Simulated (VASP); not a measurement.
Input of a VASP 6.6.1 run:

The input INCAR:

```
PREC = Accurate ; ENCUT = 520
EDIFF = 1E-6 ; ISMEAR = -1
SIGMA = 0.05 ; LREAL = False
LASPH = True ; NELM = 150
ALGO = Normal ; ISIF = 2
LWAVE = False ; LCHARG = False
ISPIN = 2 ; MAGMOM = 2.163 -2.163
LORBIT = 11 ; LMAXMIX = 4
GGA = PS ; NBANDS = 23
```

KPOINTS

```
regular mesh
0
Gamma
  17 17 17
```

POSCAR

```
Cr
1.0
    0.0000000000      2.5980695397      2.5980695397
    2.5980695397      0.0000000000      2.5980695397
    2.5980695397      2.5980695397      0.0000000000
Cr
2
Direct
    0.1250000000      0.1250000000      0.1250000000
    0.8750000000      0.8750000000      0.8750000000
```

Potentials or basis: VASP PAW PBE potentials, release 64 (Cr_pv).

Launch:

```sh
$ cat potpaw_PBE.64/Cr_pv/POTCAR > POTCAR
$ mpirun -np 1 vasp_std > vasp.out
```

Question: Predict the pressure.

Answer: 0.3 GPa.

Question: Estimate the site moments.

Answer: Cr +2.40, -2.40 μB.

Question: What does it give for the band gap on the k mesh?

Answer: Zero (filled and empty bands overlap).

Caveat: an empty level that is flat over the whole mesh can mark a ghost state of the potentials, or a narrow d or f band; the antiferromagnetic order is the one typed at the start, and another may lie lower; the PAW data sets were made with another functional, which shifts forces and pressure a little.
